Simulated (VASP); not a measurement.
HfO2, 6 atoms in the cell. It takes space group P4_2/mnm (No. 136, tetragonal). The conventional cell has a = 4.845 Å, b = 4.845 Å, c = 3.227 Å, α = 90.00°, β = 90.00°, γ = 90.00°. Hf (site symmetry mmm) has 6 O at 2.09 Å within 2.8 Å. O (site symmetry m2m) has 3 Hf at 2.09 Å and 1 O at 2.67 Å within 2.8 Å.  This cell differs from its parent crystal: volume scaled by 1.02.

| Item | Value |
| --- | --- |
| Program | VASP 6.6.1 |
| Task | single point |
| Functional | PBE |
| Potentials or basis | VASP PAW PBE potentials, release 64 (Hf_pv, O) |
| Cutoff | 520 eV |
| k mesh | 6 × 6 × 8 |
| Occupations | fermi-dirac, width 0.05 eV |
| Spin | no spin polarisation |
| Dipole correction | no |
| Further INCAR settings | ALGO = Normal; EDIFF = 1e-06; NBANDS = 31 |

Potentials or basis: VASP PAW PBE potentials, release 64 (Hf_pv, O).

The run is started by

```sh
$ cat potpaw_PBE.64/Hf_pv/POTCAR potpaw_PBE.64/O/POTCAR > POTCAR
$ mpirun -np 1 vasp_std > vasp.out
```

Hardware: 1 thread of Intel(R) Xeon(R) 6975P-C (Granite Rapids), on a shared host.

Question: Estimate the wall time of this run.

Answer: Wall time 33 s on 1 thread of Intel(R) Xeon(R) 6975P-C (Granite Rapids), on a shared host, peak memory 0.23 GiB. Counts: scf iterations 14, k points 50.
